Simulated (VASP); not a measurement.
The system is KH4.

```
K H
1.0
     4.11106    0.00000    0.00000
     0.00000    4.11106    0.00000
     0.00000    0.00000    4.11106
K H
1 4
Direct
  0.00000 0.00000 0.00000
  0.50000 0.00000 0.00000
  0.00000 0.50000 0.00000
  0.00000 0.00000 0.50000
  0.50000 0.50000 0.50000
```

- Program: VASP 6.6.1
- Task: relaxation of cell and atoms
- Functional: PBE
- Potentials or basis: VASP PAW PBE potentials, release 64 (K_sv, H)
- Cutoff: 600 eV
- k mesh: 4 × 4 × 4
- Occupations: gaussian, width 0.1 eV
- Spin: no spin polarisation

At the start: pressure 4.2 GPa; volume 13.90 Å³/atom.

Problem. How do energy, volume and symmetry change on relaxing?

Solution. Over 5 steps the energy falls by 60.4 meV/atom and the volume is 20.45 Å³/atom (+47.2 %); space group Pm-3m (No. 221, to 0.05 Å).

The path:
```
step  energy change (eV)  largest force (eV/Å)  pressure (GPa)  volume (Å³)
   1              0.0000                0.0000            4.22        69.48
   2             -0.0873                0.0000            3.28        73.23
   3             -0.2511                0.0000            1.28        85.27
   4             -0.2777                0.0000           -0.56       113.16
   5             -0.3019                0.0000           -0.12       102.27
```

Final structure:
```
CELL_PARAMETERS angstrom
4.67643 0.00000 0.00000
0.00000 4.67643 0.00000
0.00000 0.00000 4.67643
ATOMIC_POSITIONS crystal
K 0.00000 0.00000 0.00000
H 0.50000 0.00000 0.00000
H 0.00000 0.50000 0.00000
H 0.00000 0.00000 0.50000
H 0.50000 0.50000 0.50000
```

Caveat: the k points lie up to 0.34 Å⁻¹ apart in the final cell; the volume moved by over 15 % at a fixed basis, so the end points are rough.
